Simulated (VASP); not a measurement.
Set up this calculation in VASP 6.6.1, as the native input.

```
Task                   : single point
Functional             : r2SCAN
Potentials or basis    : VASP PAW PBE potentials, release 64 (Te)
Cutoff                 : 520 eV
k mesh                 : 9 × 9 × 9
Occupations            : fermi-dirac, width 0.05 eV
Spin                   : no spin polarisation
Dipole correction      : no
Further INCAR settings : ALGO = Normal; EDIFF = 1e-06; NBANDS = 9
```

Crystal: Te.

```
Te
1.0
     2.32118    1.34013    1.70215
    -2.32118    1.34013    1.70215
     0.00000   -2.68026    1.70215
Te
1
Direct
  0.50000 0.50000 0.50000
```

The input as run:

POSCAR

```
Te
1.0
    2.3211756774      1.3401314022      1.7021523992
   -2.3211756774      1.3401314022      1.7021523992
    0.0000000000     -2.6802628044      1.7021523992
Te
1
Direct
    0.5000000000      0.5000000000      0.5000000000
```

INCAR.step1

```
PREC = Accurate
ENCUT = 520
ISMEAR = -1
SIGMA = 0.05
LREAL = False
LASPH = True
NELM = 100
NBANDS = 9
GGA = PE
ALGO = Normal
EDIFF = 1E-4
LWAVE = True
LCHARG = False
```

INCAR.step2

```
PREC = Accurate
ENCUT = 520
EDIFF = 1E-6
ISMEAR = -1
SIGMA = 0.05
LREAL = False
LASPH = True
NELM = 100
ALGO = Normal
ISIF = 2
LWAVE = False
LCHARG = False
METAGGA = R2SCAN
LMIXTAU = True
NBANDS = 9
ISTART = 1
```

KPOINTS

```
Automatic mesh
0
Gamma
  9 9 9
```

Potentials or basis: VASP PAW PBE potentials, release 64 (Te).

Launch:

```bash
$ cat potpaw_PBE.64/Te/POTCAR > POTCAR
$ cp INCAR.step1 INCAR
$ mpirun -np 1 vasp_std > vasp.out
$ cp INCAR.step2 INCAR
$ mpirun -np 1 vasp_std > vasp.out
```

It gave:

| Property | Result |
| --- | --- |
| Pressure | 0.9 GPa |
| Band gap on the k mesh | zero (band 3 reaches 9.17 eV, above the bottom of band 4 at 4.06 eV) |

Caveat: the PAW data sets were made with another functional, which shifts forces and pressure a little; spin-orbit coupling is left out, which moves the levels of the heavy elements.

It took 41 s on 1 thread of Intel(R) Xeon(R) Platinum 8488C (Sapphire Rapids), on a shared host, peak memory 0.15 GiB.
